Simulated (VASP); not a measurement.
## P: single point with PBEsol

P, a slab with vacuum:

```
P
1.0
     3.28373    0.00000    0.00000
     0.00000   34.85703    0.00000
     0.00000    0.00000    4.63208
P
4
Direct
  0.01743 0.97060 0.60545
  0.99192 0.03210 0.38941
  0.51279 0.02561 0.08748
  0.47786 0.97168 0.91766
```

This cell differs from its parent crystal: atoms moved at random.

- Program: VASP 6.6.1
- Task: single point
- Functional: PBEsol
- Potentials or basis: VASP PAW PBE potentials, release 64 (P)
- Cutoff: 520 eV
- k mesh: 8 × 1 × 6
- Occupations: gaussian, width 0.05 eV
- Spin: no spin polarisation

```yaml
Largest_force: 3.049 eV/Å
Band_gap_on_the_k_mesh: 0.95 eV, indirect (least direct gap 0.95 eV)
```

Forces in eV/Å, atoms in the order of the input:
```
P   -1.465  0.608 -0.845
P    0.844 -0.752  1.076
P   -0.809  2.831 -0.059
P    1.430 -2.688 -0.171
```

Levels at points of the mesh, in eV from the valence-band top:
| k point | band 8 | band 9 | band 10 | band 11 | band 12 | band 13 |
| --- | --- | --- | --- | --- | --- | --- |
| (0.00, 0.00, 0.00) | -2.16 | -1.42 | -0.01 | 0.95 | 1.24 | 2.16 |
| (0.50, 0.00, 0.00) | -2.75 | -2.34 | -1.69 | 1.06 | 1.24 | 2.17 |
| (0.00, 0.00, 0.50) | -2.69 | -1.58 | -1.37 | 1.70 | 1.89 | 3.41 |
| (0.50, 0.00, 0.50) | -4.46 | -1.17 | -0.86 | 1.84 | 2.50 | 3.42 |

Run time: 3.8 min on 1 thread of AMD EPYC 9R45 96-Core Processor (Zen 5), with other jobs on the host, peak memory 0.56 GiB.

Caveat: the cell differs from its parent crystal (atoms moved at random); the PAW data sets were made with another functional, which shifts forces and pressure a little.
